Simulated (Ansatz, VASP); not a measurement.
## Two plane-wave programs on ZrB

```
CELL_PARAMETERS angstrom
0.00000 2.41539 2.59243
2.47166 0.00000 2.59243
2.47166 2.41539 0.00000
ATOMIC_POSITIONS crystal
Zr 0.00000 0.00000 0.00000
B 0.50000 0.50000 0.50000
```

Change from the starting cell: normal strain along x +0.0233, normal strain along z +0.0733.

Alike in both runs: task single point; functional LDA; k mesh 16 × 16 × 16; occupations gaussian, width 0.15 eV; no spin polarisation.

|  | VASP | Ansatz |
| --- | --- | --- |
| version | VASP 6.6.1 | Ansatz 0.2.0 |
| potentials or method | VASP PAW LDA potentials, release 64 (Zr_sv, B), cutoff 520 eV | scalar-relativistic, plane waves, PAW |
| valence electrons in the cell | 15 | 15 |

Ansatz gave:

```
gap on the k mesh at the Fermi level (eV)                     : none
pressure (GPa)                                                : -12.9
traceless stress, the component that is largest in VASP (GPa) : -8.81
```

Estimate VASP's values.

gap on the k mesh at the Fermi level (eV): none; pressure (GPa): -12.6; traceless stress, the component that is largest in VASP (GPa): -8.87.

LDA's correlation is that of Perdew and Zunger in VASP and of Perdew and Wang (1992) in Ansatz. A gap of «none» marks a metal or a gap that the smearing closes.
